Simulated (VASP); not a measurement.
# KCl (P4/mmm) in VASP: notebook

KCl is run at these levels: LDA; tasks: single point.

Everything below comes from runs of VASP 6.6.1. Logs are shortened: lines on timing, memory, paths and dates and some standing lists are left out, and cuts for length are marked.

**1. The cell of the first run**

The structure is tetragonal, space group P4/mmm (No. 123). Conventional cell: a = 3.839 Å, b = 3.839 Å, c = 3.916 Å, α = 90.00°, β = 90.00°, γ = 90.00°. K (site symmetry 4/mmm) has 8 Cl at 3.35 Å and 6 K at 3.84 to 3.92 Å within 4.4 Å. Within 4.4 Å of Cl (site symmetry 4/mmm) lie 8 K at 3.35 Å and 6 Cl at 3.84 to 3.92 Å.

**2. Single point, LDA (strain +0.0200 x Voigt [0, 1, 0, 0, 0, 0])**

Contents of INCAR:

```
SYSTEM = KCl
  PREC = Accurate
  ENCUT = 520
  EDIFF = 1E-6
  ISMEAR = 0
  SIGMA = 0.05
  LREAL = .False.
  LASPH = .True.
  NELM = 60
  ALGO = Normal
  ISIF = 2
  LWAVE = .False.
  LCHARG = .False.
  GGA = CA
  NBANDS = 15
```

Contents of KPOINTS:

```
Automatic mesh
0
Gamma
  6 6 6
  0 0 0
```

Contents of POSCAR:

```
KCl
1.0
    3.8391960000      0.0000000000      0.0000000000
    0.0000000000      3.9159799200      0.0000000000
    0.0000000000      0.0000000000      3.8391960000
K Cl
1 1
Direct
    0.0000000000      0.0000000000      0.0000000000
    0.5000000000      0.5000000000      0.5000000000
```

Potentials or basis: VASP PAW LDA potentials, release 64 (K_sv, Cl).

The run is started by

```bash
> cat potpaw_LDA.64/K_sv/POTCAR potpaw_LDA.64/Cl/POTCAR > POTCAR
> mpirun -np 1 vasp_std > vasp.out
```

OUTCAR:

```text
SYSTEM = KCl
   PREC = Accurate
   ENCUT = 520
   EDIFF = 1E-6
   ISMEAR = 0
   LREAL = .False.
   LASPH = .True.
   NELM = 60
   ISIF = 2
   GGA = CA

 ion  position               nearest neighbor table
   1  0.000  0.000  0.000-
   2  0.500  0.500  0.500-

  LATTYP: Found a simple tetragonal cell.
 ALAT       =     3.8391960000
 C/A-ratio  =     1.0200000000

  Lattice vectors:

 A1 = (  -3.8391960000,   0.0000000000,   0.0000000000)
 A2 = (   0.0000000000,   0.0000000000,   3.8391960000)
 A3 = (   0.0000000000,   3.9159799200,   0.0000000000)

Analysis of symmetry for initial positions (statically):
=====================================================================
 Subroutine PRICEL returns:
 Original cell was already a primitive cell.

 Routine SETGRP: Setting up the symmetry group for a
 simple tetragonal supercell.

 Subroutine GETGRP returns: Found 16 space group operations
 (whereof 16 operations were pure point group operations)
 out of a pool of 16 trial point group operations.

The static configuration has the point symmetry D_4h.

Analysis of symmetry for dynamics (positions and initial velocities):
=====================================================================
 Subroutine PRICEL returns:
 Original cell was already a primitive cell.

 Routine SETGRP: Setting up the symmetry group for a
 simple tetragonal supercell.

 Subroutine GETGRP returns: Found 16 space group operations
 (whereof 16 operations were pure point group operations)
 out of a pool of 16 trial point group operations.

The dynamic configuration has the point symmetry D_4h.

 Subroutine INISYM returns: Found 16 space group operations
 (whereof 16 operations are pure point group operations),
 and found     1 'primitive' translations

----------------------------------------------------------------------------------------

                                     Primitive cell

  volume of cell :      57.7193

  direct lattice vectors                    reciprocal lattice vectors
     3.839196000  0.000000000  0.000000000     0.260471203  0.000000000  0.000000000
     0.000000000  3.915979920  0.000000000     0.000000000  0.255363924  0.000000000
     0.000000000  0.000000000  3.839196000     0.000000000  0.000000000  0.260471203

  length of vectors
     3.839196000  3.915979920  3.839196000     0.260471203  0.255363924  0.260471203

  position of ions in fractional coordinates (direct lattice)
     0.000000000  0.000000000  0.000000000
     0.500000000  0.500000000  0.500000000

  ion indices of the primitive-cell ions
   primitive index   ion index
                 1           1
                 2           2

----------------------------------------------------------------------------------------

 KPOINTS: Automatic mesh

Automatic generation of k-mesh.
 Grid dimensions read from file:
 generate k-points for:    6    6    6

 Generating k-lattice:

  Cartesian coordinates                     Fractional coordinates (reciprocal lattice)
     0.043411867  0.000000000  0.000000000     0.166666667  0.000000000  0.000000000
     0.000000000  0.042560654  0.000000000     0.000000000  0.166666667  0.000000000
     0.000000000  0.000000000  0.043411867     0.000000000  0.000000000  0.166666667

  Length of vectors
     0.043411867  0.042560654  0.043411867

  Shift w.r.t. Gamma in fractional coordinates (k-lattice)
     0.000000000  0.000000000  0.000000000

 Subroutine IBZKPT returns following result:
 ===========================================

 Found     40 irreducible k-points:

 Following reciprocal coordinates:
            Coordinates               Weight
  0.000000  0.000000  0.000000      1.000000
  0.166667  0.000000  0.000000      4.000000
  0.333333  0.000000  0.000000      4.000000
  0.500000  0.000000  0.000000      2.000000
  0.000000  0.166667  0.000000      2.000000
  0.166667  0.166667  0.000000      8.000000
[... 16 lines left out ...]
  0.166667  0.333333  0.166667      8.000000
  0.333333  0.333333  0.166667     16.000000
 [... further k-points ...]
   k-points           NKPTS =     40   k-points in BZ     NKDIM =     40   number of bands    NBANDS=     15
   number of dos      NEDOS =    301   number of ions     NIONS =      2
   total plane-waves  NPLWV =  27000
   dimension x,y,z NGX =    30 NGY =   30 NGZ =   30
   dimension x,y,z NGXF=    60 NGYF=   60 NGZF=   60
   ions per type =               1   1
   NGX,Y,Z   is equivalent  to a cutoff of  12.99, 12.74, 12.99 a.u.
   NGXF,Y,Z  is equivalent  to a cutoff of  25.98, 25.47, 25.98 a.u.
 SYSTEM =  KCl
   PREC   = accura    normal or accurate (medium, high low for compatibility)
   ISTART =      0    job   : 0-new  1-cont  2-samecut
   ICHARG =      2    charge: 1-file 2-atom 10-const
   ISPIN  =      1    spin polarized calculation?
   LNONCOLLINEAR =      F non collinear calculations
   LSORBIT =      F    spin-orbit coupling
   LASPH  =      T    aspherical Exc in radial PAW
   ENCUT  =  520.0 eV  38.22 Ry    6.18 a.u.   7.14  7.28  7.14*2*pi/ulx,y,z
   NELM   =     60;   NELMIN=  2; NELMDL= -5     # of ELM steps
   EDIFF  = 0.1E-05   stopping-criterion for ELM
   LREAL  =      F    real-space projection
   EDIFFG = 0.1E-04   stopping-criterion for IOM
   NSW    =      0    number of steps for IOM
   IBRION =     -1    ionic relax: 0-MD 1-quasi-New 2-CG
   NFREE  =      0    steps in history (QN), initial steepest desc. (CG)
   ISIF   =      2    stress and relaxation
   ISYM   =      2    0-nonsym 1-usesym 2-fastsym
   POTIM  = 0.5000    time-step for ionic-motion
   TEBEG  =    0.0;   TEEND  =   0.0 temperature during run
   PSTRESS=    0.0 pullay stress
   NELECT =      16.0000    total number of electrons
   NUPDOWN=      -1.0000    fix difference up-down
   EMIN   =  10.00;   EMAX   =-10.00  energy-range for DOS
   EFERMI =   0.00;   METHOD = LEGACY
   ISMEAR =     0;   SIGMA  =   0.05  broadening in eV -4-tet -1-fermi 0-gaus
   EFERMI_NEDOS =   21; number of points for ismear=-14 and -15
   IALGO  =     38    algorithm
   IMIX   =      4    mixing-type and parameters
     AMIX     =   0.40;   BMIX     =  1.00
     AMIX_MAG =   1.60;   BMIX_MAG =  1.00
  volume/ion in A,a.u.               =      28.86       194.75
  Fermi-wavevector in a.u.,A,eV,Ry     =   1.067434  2.017158 15.502695  1.139416
  Thomas-Fermi vector in A             =   2.203051
   LORBIT       =      0    0 simple, 1 ext, 2 COOP (PROOUT), +10 PAW based schemes
   GGA     = CA    functional components
   LHFCALC =     F    Hartree Fock is set to
   AEXX    =    0.0000 exact exchange contribution
   IVDW    =     0    specifies the selected vdW correction
   LEPSILON=     F    determine dielectric tensor
   LRPA    =     F    only Hartree local field effects (RPA)
 non-spin polarized calculation
 Gauss-broadening in eV      SIGMA  =   0.05
  energy-cutoff  :      520.00
  volume of cell :       57.72
 maximum number of plane-waves:      1568
 NGX is ok and might be reduce to    30
   NGX = 15   NGY = 15   NGZ = 15

 number of electron      16.0000004 magnetization

 Free energy of the ion-electron system (eV)
  ---------------------------------------------------
  ext. energy  EPLUGINS =         0.00000000
  ---------------------------------------------------
  free energy    TOTEN  =        -7.23093756 eV

  energy without entropy =       -7.23093756  energy(sigma->0) =       -7.23093756

 E-fermi :  -0.8202     XC(G=0):  -8.5371

 val. band max:       -1.1363398335   @ k =   0.5000   0.5000   0.0000
 cond. band min:       3.1210131137   @ k =   0.0000   0.0000   0.0000
 fundamental gap:      4.2573529471
 Fermi energy:        -0.8201776886

 k-point     1 :       0.0000    0.0000    0.0000
  band No.  band energies     occupation
      1     -28.8793      2.00000
      2     -13.6141      2.00000
      3     -12.5065      2.00000
      4     -12.4981      2.00000
      5     -12.4981      2.00000
      6      -1.4411      2.00000
      7      -1.3381      2.00000
      8      -1.3381      2.00000
      9       3.1210      0.00000
     10       5.0565      0.00000
     11       5.1320      0.00000
     12       9.2181      0.00000
     13       9.2181      0.00000
     14       9.3506      0.00000
     15      12.1553      0.00000

 k-point     2 :       0.1667    0.0000    0.0000
  band No.  band energies     occupation
      1     -28.8742      2.00000
      2     -13.6549      2.00000
      3     -12.4983      2.00000
      4     -12.4902      2.00000
      5     -12.4697      2.00000
      6      -1.8459      2.00000
      7      -1.4420      2.00000
      8      -1.3364      2.00000
      9       3.7407      0.00000
     10       5.3020      0.00000
     11       5.6518      0.00000
     12       9.0929      0.00000
     13       9.2088      0.00000
     14       9.3481      0.00000
     15      11.2835      0.00000

 k-point     3 :       0.3333    0.0000    0.0000
  band No.  band energies     occupation
      1     -28.8639      2.00000
      2     -13.7401      2.00000
      3     -12.4816      2.00000
      4     -12.4745      2.00000
      5     -12.4036      2.00000
      6      -2.6352      2.00000
      7      -1.4449      2.00000
      8      -1.3339      2.00000
      9       5.0241      0.00000
     10       5.9217      0.00000
     11       6.6011      0.00000
     12       8.9670      0.00000
     13       9.0400      0.00000
     14       9.6043      0.00000
     15       9.6496      0.00000
[... 343 lines left out ...]
 k-point    23 :       0.1667    0.3333    0.1667
  band No.  band energies     occupation
      1     -28.8572      2.00000
      2     -13.6372      2.00000
      3     -12.5732      2.00000
      4     -12.5334      2.00000
      5     -12.4052      2.00000
      6      -2.4522      2.00000
      7      -1.6748      2.00000
      8      -1.6427      2.00000
      9       5.5798      0.00000
     10       6.3531      0.00000
     11       6.7777      0.00000
     12       8.2192      0.00000
     13       8.2963      0.00000
     14       8.4856      0.00000
     15      11.2593      0.00000

 k-point    24 :       0.3333    0.3333    0.1667
  band No.  band energies     occupation
      1     -28.8476      2.00000
      2     -13.5129      2.00000
      3     -12.6567      2.00000
      4     -12.5396      2.00000
      5     -12.4889      2.00000
      6      -2.3276      2.00000
      7      -2.1925      2.00000
      8      -1.5964      2.00000
      9       5.6527      0.00000
     10       6.5664      0.00000
     11       7.4367      0.00000
     12       7.5312      0.00000
     13       8.1920      0.00000
     14       8.4610      0.00000
     15      11.1272      0.00000

 [... further k-points ...]
[... 5 lines left out ...]
  --------------------------------------------------------------------------------------
  -------------------------------------------------------------------------------------
  Total       -1.1085162     -1.3994299     -1.1085162     -0.0000000      0.0000000      0.0000000
  in kB      -30.7702921    -38.8454991    -30.7702921     -0.0000000      0.0000000      0.0000000
  external PRESSURE =     -33.4620277 kB  Pullay stress =       0.0000000 kB

 VOLUME and BASIS-vectors are now :
 -----------------------------------------------------------------------------
  energy-cutoff  :      520.00
  volume of cell :       57.72
      direct lattice vectors                 reciprocal lattice vectors
     3.839196000  0.000000000  0.000000000     0.260471203  0.000000000  0.000000000
     0.000000000  3.915979920  0.000000000     0.000000000  0.255363924  0.000000000
     0.000000000  0.000000000  3.839196000     0.000000000  0.000000000  0.260471203

 POSITION                                       TOTAL-FORCE (eV/Angst)
 -----------------------------------------------------------------------------------
      0.00000      0.00000      0.00000         0.000000      0.000000      0.000000
      1.91960      1.95799      1.91960         0.000000      0.000000      0.000000
 -----------------------------------------------------------------------------------
    total drift:                                0.000000      0.000000     -0.000000

  FREE ENERGIE OF THE ION-ELECTRON SYSTEM (eV)
  ---------------------------------------------------
  free  energy   TOTEN  =        -7.2309375581 eV

  energy  without entropy=       -7.2309375581  energy(sigma->0) =       -7.23093756
```

It took 26 s on 1 thread of Intel Xeon Platinum 8488C (Sapphire Rapids), shared host; peak memory 0.16 GiB.

What came out:

| Quantity | Value |
| --- | --- |
| Free energy | -7.2309 eV |
| Pressure | -3.3 GPa |
| Band gap on the k mesh | 4.26 eV (least direct gap 4.46 eV) |

Stress tensor (GPa, compression positive):
```
-3.08  0.00  0.00
 0.00 -3.88  0.00
 0.00  0.00 -3.08
```

Caveat: the cell differs from its parent crystal (strain +0.0200 x Voigt [0, 1, 0, 0, 0, 0]); the cell stands under tension.

**3. Single point, LDA (strain +0.0300 x Voigt [0, 1, 0, 0, 0, 0])**

Contents of INCAR:

```
SYSTEM = KCl
PREC = Accurate
ENCUT = 520
EDIFF = 1E-6
ISMEAR = 0
SIGMA = 0.05
LREAL = .False.
LASPH = .True.
NELM = 60
ALGO = Normal
ISIF = 2
LWAVE = .False.
LCHARG = .True.
GGA = CA
LELF = .True.
LVHAR = .True.
NBANDS = 15
```

Contents of KPOINTS:

```
regular mesh
0
Gamma
  6 6 6
  0 0 0
```

Contents of POSCAR:

```
KCl
1.0
    3.8391960000      0.0000000000      0.0000000000
    0.0000000000      3.9543718800      0.0000000000
    0.0000000000      0.0000000000      3.8391960000
K Cl
1 1
Direct
    0.0000000000      0.0000000000      0.0000000000
    0.5000000000      0.5000000000      0.5000000000
```

Potentials or basis: VASP PAW LDA potentials, release 64 (K_sv, Cl).

The run is started by

```bash
> cat potpaw_LDA.64/K_sv/POTCAR potpaw_LDA.64/Cl/POTCAR > POTCAR
> mpirun -np 1 vasp_std > vasp.out
```

It took 26 s on 1 thread of Intel Xeon Platinum 8488C (Sapphire Rapids), shared host; peak memory 0.16 GiB.

It converged, with:

| Item | Value |
| --- | --- |
| Free energy | -7.2168 eV |
| Pressure | -3.4 GPa |
| Band gap on the k mesh | 4.20 eV (least direct gap 4.40 eV) |

Stress tensor (GPa, compression positive):
```
-3.04  0.00  0.00
 0.00 -4.24  0.00
 0.00  0.00 -3.04
```

Levels at points of the mesh, in eV from the valence-band top:
```tsv
k point	band 5	band 6	band 7	band 8	band 9	band 10	band 11	band 12
(0.00, 0.00, 0.00)	-11.40	-0.35	-0.20	-0.20	4.20	6.17	6.28	10.29
(0.50, 0.00, 0.00)	-11.27	-1.82	-0.35	-0.18	7.12	7.51	7.81	9.79
(0.00, 0.50, 0.00)	-11.23	-1.81	-0.22	-0.22	7.13	7.48	7.56	9.84
(0.50, 0.50, 0.00)	-11.35	-1.27	-1.21	0.00	5.71	6.96	8.67	8.77
(0.50, 0.00, 0.50)	-11.35	-1.23	-1.23	-0.12	5.81	6.74	8.46	8.46
(0.50, 0.50, 0.50)	-11.53	-1.36	-1.36	-1.31	8.26	8.33	8.33	9.31
```

Caveat: the cell differs from its parent crystal (strain +0.0300 x Voigt [0, 1, 0, 0, 0, 0]); the cell stands under tension.

**4. Single point, LDA (strain +0.0400 x Voigt [0, 1, 0, 0, 0, 0])**

INCAR: that of step 3 with these lines changed.

```diff
@@ -3,3 +3,3 @@
 ENCUT = 520
-EDIFF = 1E-6
+EDIFF = 1E-7
 ISMEAR = 0
@@ -8,3 +8,3 @@
 LASPH = .True.
-NELM = 60
+NELM = 100
 ALGO = Normal
```

Contents of KPOINTS:

```
Automatic mesh
0
Gamma
  6 6 6
  0 0 0
```

Contents of POSCAR:

```
KCl
1.0
    3.8391960000      0.0000000000      0.0000000000
    0.0000000000      3.9927638400      0.0000000000
    0.0000000000      0.0000000000      3.8391960000
K Cl
1 1
Direct
    0.0000000000      0.0000000000      0.0000000000
    0.5000000000      0.5000000000      0.5000000000
```

Potentials or basis: VASP PAW LDA potentials, release 64 (K_sv, Cl).

The run is started by

```bash
> cat potpaw_LDA.64/K_sv/POTCAR potpaw_LDA.64/Cl/POTCAR > POTCAR
> mpirun -np 1 vasp_std > vasp.out
```

OUTCAR:

```text
SYSTEM = KCl
   PREC = Accurate
   ENCUT = 520
   EDIFF = 1E-7
   ISMEAR = 0
   LREAL = .False.
   LASPH = .True.
   NELM = 100
   ISIF = 2
   GGA = CA

 ion  position               nearest neighbor table
   1  0.000  0.000  0.000-
   2  0.500  0.500  0.500-

  LATTYP: Found a simple tetragonal cell.
 ALAT       =     3.8391960000
 C/A-ratio  =     1.0400000000

  Lattice vectors:

 A1 = (  -3.8391960000,   0.0000000000,   0.0000000000)
 A2 = (   0.0000000000,   0.0000000000,   3.8391960000)
 A3 = (   0.0000000000,   3.9927638400,   0.0000000000)

Analysis of symmetry for initial positions (statically):
=====================================================================
 Subroutine PRICEL returns:
 Original cell was already a primitive cell.

 Routine SETGRP: Setting up the symmetry group for a
 simple tetragonal supercell.

 Subroutine GETGRP returns: Found 16 space group operations
 (whereof 16 operations were pure point group operations)
 out of a pool of 16 trial point group operations.

The static configuration has the point symmetry D_4h.

Analysis of symmetry for dynamics (positions and initial velocities):
[... 167 lines left out ...]
 k-point     1 :       0.0000    0.0000    0.0000
  band No.  band energies     occupation
      1     -29.0112      2.00000
      2     -13.6677      2.00000
      3     -12.6441      2.00000
      4     -12.6304      2.00000
      5     -12.6304      2.00000
      6      -1.5862      2.00000
      7      -1.3885      2.00000
      8      -1.3885      2.00000
      9       2.9462      0.00000
     10       4.9527      0.00000
     11       5.0906      0.00000
     12       9.0347      0.00000
     13       9.0347      0.00000
     14       9.2848      0.00000
[... 401 lines left out ...]
      2     -13.5760      2.00000
      3     -12.7828      2.00000
      4     -12.6694      2.00000
      5     -12.6187      2.00000
      6      -2.3867      2.00000
      7      -2.2553      2.00000
      8      -1.6506      2.00000
      9       5.4867      0.00000
     10       6.4518      0.00000
     11       7.3139      0.00000
     12       7.4139      0.00000
     13       8.0027      0.00000
     14       8.3204      0.00000
     15      10.8746      0.00000

 [... further k-points ...]
[... 5 lines left out ...]
  --------------------------------------------------------------------------------------
  -------------------------------------------------------------------------------------
  Total       -1.1065391     -1.6807092     -1.1065391      0.0000000      0.0000000      0.0000000
  in kB      -30.1247306    -45.7560954    -30.1247306      0.0000000      0.0000000      0.0000000
  external PRESSURE =     -35.3351855 kB  Pullay stress =       0.0000000 kB

 VOLUME and BASIS-vectors are now :
 -----------------------------------------------------------------------------
  energy-cutoff  :      520.00
  volume of cell :       58.85
      direct lattice vectors                 reciprocal lattice vectors
     3.839196000  0.000000000  0.000000000     0.260471203  0.000000000  0.000000000
     0.000000000  3.992763840  0.000000000     0.000000000  0.250453080  0.000000000
     0.000000000  0.000000000  3.839196000     0.000000000  0.000000000  0.260471203

 POSITION                                       TOTAL-FORCE (eV/Angst)
 -----------------------------------------------------------------------------------
      0.00000      0.00000      0.00000         0.000000      0.000000      0.000000
      1.91960      1.99638      1.91960         0.000000      0.000000      0.000000
 -----------------------------------------------------------------------------------
    total drift:                                0.000000      0.000000     -0.000000

  FREE ENERGIE OF THE ION-ELECTRON SYSTEM (eV)
  ---------------------------------------------------
  free  energy   TOTEN  =        -7.2013608610 eV

  energy  without entropy=       -7.2013608610  energy(sigma->0) =       -7.20136086
```

stdout:

```text
POSCAR found type information on POSCAR K Cl
 POSCAR found :  2 types and       2 ions
 scaLAPACK will be used
 LDA part: xc-table for (Slater(with rela. corr.)+CA(PZ))
 , standard interpolation
 POSCAR, INCAR and KPOINTS ok, starting setup
 FFT: planning ... GRIDC
 FFT: planning ... GRID_SOFT
 FFT: planning ... GRID
 WAVECAR not read
 entering main loop
```

It took 27 s on 1 thread of Intel Xeon Platinum 8488C (Sapphire Rapids), shared host; peak memory 0.16 GiB.

What came out:

| Quantity | Value |
| --- | --- |
| Free energy | -7.2014 eV |
| Pressure | -3.5 GPa |
| Band gap on the k mesh | 4.14 eV (least direct gap 4.33 eV) |

Stress tensor (GPa, compression positive):
```
-3.01  0.00  0.00
 0.00 -4.58  0.00
 0.00  0.00 -3.01
```

Caveat: the cell differs from its parent crystal (strain +0.0400 x Voigt [0, 1, 0, 0, 0, 0]); the cell stands under tension.

(Continued in part 2 of 2.)
